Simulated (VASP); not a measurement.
# Ge (Fd-3m) in VASP: notebook

Ge is run at these levels: r2SCAN+D3(BJ); tasks: single point.

Program: VASP 6.6.1. These are calculated values, not measurements. Logs are shortened: lines on timing, memory, paths and dates and some standing lists are left out, and cuts for length are marked.

**1. The cell of the first run**

It takes space group Fd-3m (No. 227, cubic). Conventional cell: a = 5.016 Å, b = 5.016 Å, c = 5.016 Å, α = 90.00°, β = 90.00°, γ = 90.00°. Ge (site symmetry -43m) has 4 Ge at 2.17 Å within 2.9 Å.

**2. Single point, r2SCAN+D3(BJ)**

Input file POSCAR:

```
Ge
1.0
    0.0000000000      2.5082227429      2.5082227429
    2.5082227429      0.0000000000      2.5082227429
    2.5082227429      2.5082227429      0.0000000000
Ge
2
Direct
    1.0000000000      1.0000000000      1.0000000000
    0.2500000000      0.2500000000      0.2500000000
```

Input file INCAR.step1:

```
SYSTEM = Ge
PREC     = Accurate       ! precision mode
ENCUT    = 550            ! plane-wave cutoff, eV
ISMEAR   = -1             ! smearing method
SIGMA    = 0.05           ! smearing width, eV
LREAL    = .False.        ! projectors in reciprocal space
LASPH    = .True.         ! aspherical terms in the spheres
NELM     = 120            ! most SCF steps
NBANDS   = 21             ! bands
GGA      = PE             ! functional
ALGO     = Normal         ! electronic algorithm
EDIFF    = 1E-5           ! SCF threshold, eV
LWAVE    = .True.         ! write WAVECAR
LCHARG   = .False.        ! write CHGCAR
GGA_COMPAT= .False.
```

Input file INCAR.step2:

```
SYSTEM = Ge
PREC     = Accurate       ! precision mode
ENCUT    = 550            ! plane-wave cutoff, eV
EDIFF    = 1E-6           ! SCF threshold, eV
ISMEAR   = -1             ! smearing method
SIGMA    = 0.05           ! smearing width, eV
LREAL    = .False.        ! projectors in reciprocal space
LASPH    = .True.         ! aspherical terms in the spheres
NELM     = 120            ! most SCF steps
ALGO     = Normal         ! electronic algorithm
ISIF     = 2              ! what is computed and relaxed
LWAVE    = .False.        ! write WAVECAR
LCHARG   = .False.        ! write CHGCAR
METAGGA  = R2SCAN         ! meta-GGA
LMIXTAU  = .True.       
IVDW     = 12             ! dispersion correction
VDW_S6   = 1.0          
VDW_S8   = 0.78981345   
VDW_A1   = 0.49484001   
VDW_A2   = 5.73083694   
NBANDS   = 21             ! bands
ISTART   = 1            
GGA_COMPAT= .False.
```

Input file KPOINTS:

```
Automatic mesh
0
Gamma
  5 5 5
  0 0 0
```

Potentials or basis: VASP PAW PBE potentials, release 64 (Ge_d).

The run is started by

```console
$ cat potpaw_PBE.64/Ge_d/POTCAR > POTCAR
$ cp INCAR.step1 INCAR
$ mpirun -np 1 vasp_std > vasp.out
$ cp INCAR.step2 INCAR
$ mpirun -np 1 vasp_std > vasp.out
```

OUTCAR:

```text
SYSTEM = Ge
   PREC = Accurate
   ENCUT = 550
   EDIFF = 1E-6
   ISMEAR = -1
   LREAL = .False.
   LASPH = .True.
   NELM = 120
   ISIF = 2
   METAGGA = R2SCAN
   IVDW = 12
   ISTART = 1
 IVDW          = 12

 ion  position               nearest neighbor table
   1  0.000  0.000  0.000-   2 2.17   2 2.17   2 2.17   2 2.17
   2  0.250  0.250  0.250-   1 2.17   1 2.17   1 2.17   1 2.17

  LATTYP: Found a face centered cubic cell.
 ALAT       =     5.0164454858

  Lattice vectors:

 A1 = (   0.0000000000,   2.5082227429,   2.5082227429)
 A2 = (   2.5082227429,   0.0000000000,   2.5082227429)
 A3 = (   2.5082227429,   2.5082227429,   0.0000000000)

Analysis of symmetry for initial positions (statically):
=====================================================================
 Subroutine PRICEL returns:
 Original cell was already a primitive cell.

 Routine SETGRP: Setting up the symmetry group for a
 face centered cubic supercell.

 Subroutine GETGRP returns: Found 48 space group operations
 (whereof 24 operations were pure point group operations)
 out of a pool of 48 trial point group operations.

The static configuration has the point symmetry T_d .
 The point group associated with its full space group is O_h .

Analysis of symmetry for dynamics (positions and initial velocities):
=====================================================================
 Subroutine PRICEL returns:
 Original cell was already a primitive cell.

 Routine SETGRP: Setting up the symmetry group for a
 face centered cubic supercell.

 Subroutine GETGRP returns: Found 48 space group operations
 (whereof 24 operations were pure point group operations)
 out of a pool of 48 trial point group operations.

The dynamic configuration has the point symmetry T_d .
 The point group associated with its full space group is O_h .

 Subroutine INISYM returns: Found 48 space group operations
 (whereof 24 operations are pure point group operations),
 and found     1 'primitive' translations

----------------------------------------------------------------------------------------

                                     Primitive cell

  volume of cell :      31.5594

  direct lattice vectors                    reciprocal lattice vectors
[... 64 lines left out ...]
   ISTART =      1    job   : 0-new  1-cont  2-samecut
   ICHARG =      0    charge: 1-file 2-atom 10-const
   ISPIN  =      1    spin polarized calculation?
   LNONCOLLINEAR =      F non collinear calculations
   LSORBIT =      F    spin-orbit coupling
   LASPH  =      T    aspherical Exc in radial PAW
   ENCUT  =  550.0 eV  40.42 Ry    6.36 a.u.   6.78  6.78  6.78*2*pi/ulx,y,z
   NELM   =    120;   NELMIN=  2; NELMDL=  0     # of ELM steps
   EDIFF  = 0.1E-05   stopping-criterion for ELM
   LREAL  =      F    real-space projection
   EDIFFG = 0.1E-04   stopping-criterion for IOM
   NSW    =      0    number of steps for IOM
   IBRION =     -1    ionic relax: 0-MD 1-quasi-New 2-CG
   NFREE  =      0    steps in history (QN), initial steepest desc. (CG)
   ISIF   =      2    stress and relaxation
   ISYM   =      2    0-nonsym 1-usesym 2-fastsym
   POTIM  = 0.5000    time-step for ionic-motion
   TEBEG  =    0.0;   TEEND  =   0.0 temperature during run
   PSTRESS=    0.0 pullay stress
   NELECT =      28.0000    total number of electrons
   NUPDOWN=      -1.0000    fix difference up-down
   EMIN   =  10.00;   EMAX   =-10.00  energy-range for DOS
   EFERMI =   0.00;   METHOD = LEGACY
   ISMEAR =    -1;   SIGMA  =   0.05  broadening in eV -4-tet -1-fermi 0-gaus
   EFERMI_NEDOS =   21; number of points for ismear=-14 and -15
   IALGO  =     38    algorithm
   IMIX   =      4    mixing-type and parameters
     AMIX     =   0.40;   BMIX     =  1.00
     AMIX_MAG =   1.60;   BMIX_MAG =  1.00
  volume/ion in A,a.u.               =      15.78       106.49
  Fermi-wavevector in a.u.,A,eV,Ry     =   1.573082  2.972694 33.668807  2.474588
  Thomas-Fermi vector in A             =   2.674420
   LORBIT       =      0    0 simple, 1 ext, 2 COOP (PROOUT), +10 PAW based schemes
   METAGGA = R2SCAN    functional components
   LHFCALC =     F    Hartree Fock is set to
   AEXX    =    0.0000 exact exchange contribution
   IVDW    =    12    specifies the selected vdW correction
   LEPSILON=     F    determine dielectric tensor
   LRPA    =     F    only Hartree local field effects (RPA)
 non-spin polarized calculation
  energy-cutoff  :      550.00
  volume of cell :       31.56
 maximum number of plane-waves:       941
   NGX = 13   NGY = 13   NGZ = 13

 number of electron      28.0000026 magnetization

 Free energy of the ion-electron system (eV)
  ---------------------------------------------------
  ext. energy  EPLUGINS =         0.00000000
  ---------------------------------------------------
  free energy    TOTEN  =       -25.69296475 eV

  energy without entropy =      -25.68863773  energy(sigma->0) =      -25.69080124

 E-fermi :   9.1753     XC(G=0): -12.8456

 val. band max:        9.1726650333   @ k =   0.0000   0.0000   0.0000
 cond. band min:       9.2319823283   @ k =   0.4000   0.4000   0.0000
 fundamental gap:      0.0593172950
 Fermi energy:         9.1752845597

 k-point     1 :       0.0000    0.0000    0.0000
  band No.  band energies     occupation
      1     -17.3611      2.00000
      2     -17.3611      2.00000
      3     -17.3611      2.00000
      4     -17.2868      2.00000
      5     -17.2868      2.00000
      6     -16.7650      2.00000
[... 229 lines left out ...]
     20      22.7260      0.00000
     21      26.0655      0.00000

------------------------ aborting loop because EDIFF is reached ----------------------------------------

 Edisp (eV)   -0.39766

 E8    (eV) :    -0.1384

  FORCE on cell =-STRESS in cart. coord.  units (eV):
  Direction    XX          YY          ZZ          XY          YZ          ZX
  --------------------------------------------------------------------------------------
  -------------------------------------------------------------------------------------
  Total      11.77320    11.77320    11.77320    -0.00000    -0.00000     0.00000
  in kB     597.69126   597.69126   597.69126    -0.00000    -0.00000     0.00000
  external pressure =      597.69 kB  Pullay stress =        0.00 kB

 VOLUME and BASIS-vectors are now :
 -----------------------------------------------------------------------------
  energy-cutoff  :      550.00
  volume of cell :       31.56
      direct lattice vectors                 reciprocal lattice vectors
     0.000000000  2.508222743  2.508222743    -0.199344337  0.199344337  0.199344337
     2.508222743  0.000000000  2.508222743     0.199344337 -0.199344337  0.199344337
     2.508222743  2.508222743  0.000000000     0.199344337  0.199344337 -0.199344337

 POSITION                                       TOTAL-FORCE (eV/Angst)
 -----------------------------------------------------------------------------------
      0.00000      0.00000      0.00000         0.000000      0.000000      0.000000
      1.25411      1.25411      1.25411        -0.000000     -0.000000     -0.000000
 -----------------------------------------------------------------------------------
    total drift:                                0.000000      0.000000      0.000000

  FREE ENERGIE OF THE ION-ELECTRON SYSTEM (eV)
  ---------------------------------------------------
  free  energy   TOTEN  =       -26.0906238929 eV

  energy  without entropy=      -26.0862968728  energy(sigma->0) =      -26.08846038
```

OUTCAR.step1:

```text
SYSTEM = Ge
   PREC = Accurate
   ENCUT = 550
   ISMEAR = -1
   LREAL = .False.
   LASPH = .True.
[... 445 lines left out ...]
      0.00000      0.00000      0.00000         0.000000      0.000000      0.000000
      1.25411      1.25411      1.25411        -0.000000     -0.000000     -0.000000
 -----------------------------------------------------------------------------------
    total drift:                                0.000000      0.000000      0.000000

  FREE ENERGIE OF THE ION-ELECTRON SYSTEM (eV)
  ---------------------------------------------------
  free  energy   TOTEN  =        -6.7099942608 eV

  energy  without entropy=       -6.7062462034  energy(sigma->0) =       -6.70812023
```

OSZICAR.step1:

```text
N       E                     dE             d eps       ncg     rms          rms(c)
DAV:   1     0.182347112847E+03    0.18235E+03   -0.13874E+04   493   0.410E+03
DAV:   2     0.170772808175E+02   -0.16527E+03   -0.15944E+03   420   0.637E+02
DAV:   3    -0.631045802716E+01   -0.23388E+02   -0.23261E+02   470   0.140E+02
DAV:   4    -0.696471533645E+01   -0.65426E+00   -0.65374E+00   485   0.272E+01
DAV:   5    -0.697362976022E+01   -0.89144E-02   -0.89143E-02   475   0.330E+00    0.520E+00
DAV:   6    -0.679201503223E+01    0.18161E+00   -0.56504E-02   549   0.135E+00    0.304E+00
DAV:   7    -0.670820280120E+01    0.83812E-01   -0.93726E-02   535   0.208E+00    0.184E-01
DAV:   8    -0.670968302745E+01   -0.14802E-02   -0.73781E-03   463   0.706E-01    0.882E-02
DAV:   9    -0.670999280574E+01   -0.30978E-03   -0.36277E-04   447   0.106E-01    0.127E-02
DAV:  10    -0.670999426075E+01   -0.14550E-05   -0.12533E-05   452   0.656E-02
   1 F= -.67099943E+01 E0= -.67081202E+01  d E =-.374806E-02
```

Wall time 62 s (1 thread of Intel Xeon 8259CL, shared host); peak memory 0.17 GiB.

Results:

```yaml
Free_energy: -26.0906 eV
Pressure: 59.8 GPa
Band_gap_on_the_k_mesh: 0.06 eV (least direct gap 2.68 eV)
Dispersion_energy_per_atom: -0.199 eV
```

Caveat: the k points lie up to 0.43 Å⁻¹ apart; three body term missing; semilocal functionals underestimate gaps, and a narrow one can read as zero; the PAW data sets were made with another functional, which shifts forces and pressure a little; an odd mesh through Γ misses points on the zone boundary, where band edges can lie.

[end of part 1 of 2]
